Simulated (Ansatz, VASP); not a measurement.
C in VASP and in Ansatz

The input INCAR:

```
PREC = Accurate ; ENCUT = 520
EDIFF = 1E-6 ; ISMEAR = 0
SIGMA = 0.2 ; LREAL = F
LASPH = T ; NELM = 100
ALGO = Normal ; ISIF = 2
LWAVE = F ; LCHARG = F
GGA = PE ; NBANDS = 28
```

KPOINTS

```
regular mesh
0
Gamma
  6 6 6
```

Contents of POSCAR:

```
C
1.0
    0.0000000000      0.0000000000      3.6266998704
    4.2899234060      0.0000000000      0.0000000000
   -2.1449617030      3.7151826499      0.0000000000
C
9
Direct
    0.5523245429      0.7223564190      0.2547732887
    0.2189912096      0.7452267113      0.4675831302
    0.8856578762      0.5324168698      0.2776435810
    0.4476754571      0.2547732887      0.7223564190
    0.7810087904      0.4675831302      0.7452267113
    0.1143421238      0.2776435810      0.5324168698
    0.6666666667      0.8558998710      0.0000000000
    0.3333333333      0.0000000000      0.8558998710
    1.0000000000      0.1441001290      0.1441001290
```

Input for Ansatz:

```yaml
crystal:
  lattice:
    - [0.0, 0.0, 3.6266998704]
    - [4.289923406, 0.0, 0.0]
    - [-2.144961703, 3.7151826499, 0.0]
  atoms:
    - { symbol: C, position: [0.5523245429, 0.722356419, 0.2547732887] }
    - { symbol: C, position: [0.2189912096, 0.7452267113, 0.4675831302] }
    - { symbol: C, position: [0.8856578762, 0.5324168698, 0.277643581] }
    - { symbol: C, position: [0.4476754571, 0.2547732887, 0.722356419] }
    - { symbol: C, position: [0.7810087904, 0.4675831302, 0.7452267113] }
    - { symbol: C, position: [0.1143421238, 0.277643581, 0.5324168698] }
    - { symbol: C, position: [0.6666666667, 0.855899871, 0.0] }
    - { symbol: C, position: [0.3333333333, 0.0, 0.855899871] }
    - { symbol: C, position: [1.0, 0.144100129, 0.144100129] }
basis:
  ecutwfc: 420
kpoints:
  mp_grid: { grid: [6, 6, 6] }
hamiltonian:
  xc: pbe
scf:
  occupations: { method: gaussian, width: 0.2 }
  lower_state_search: "off"
output:
  forces: true
  stress: true
  eigenvalues: true
```

Alike in both runs: task single point; functional PBE; k mesh 6 × 6 × 6; occupations gaussian, width 0.2 eV; no spin polarisation.

|  | VASP | Ansatz |
| --- | --- | --- |
| version | VASP 6.6.1 | Ansatz 0.2.0 |
| potentials or method | VASP PAW PBE potentials, release 64 (C), cutoff 520 eV | scalar-relativistic, plane waves, PAW |
| valence electrons in the cell | 36 | 36 |

VASP gave:

* gap on the k mesh at the Fermi level (eV): none
* pressure (GPa): 0.5
* traceless stress, the component that is largest in VASP (GPa): 0.28
* rms of the force components (eV/Å): 0.011

Task: Which values does Ansatz return?

Result: gap on the k mesh at the Fermi level (eV): none; pressure (GPa): 0.0; traceless stress, the component that is largest in VASP (GPa): 0.26; rms of the force components (eV/Å): 0.017.

Atom by atom the forces differ by 0.013 eV/Å (rms over components). A gap of «none» marks a metal or a gap that the smearing closes.
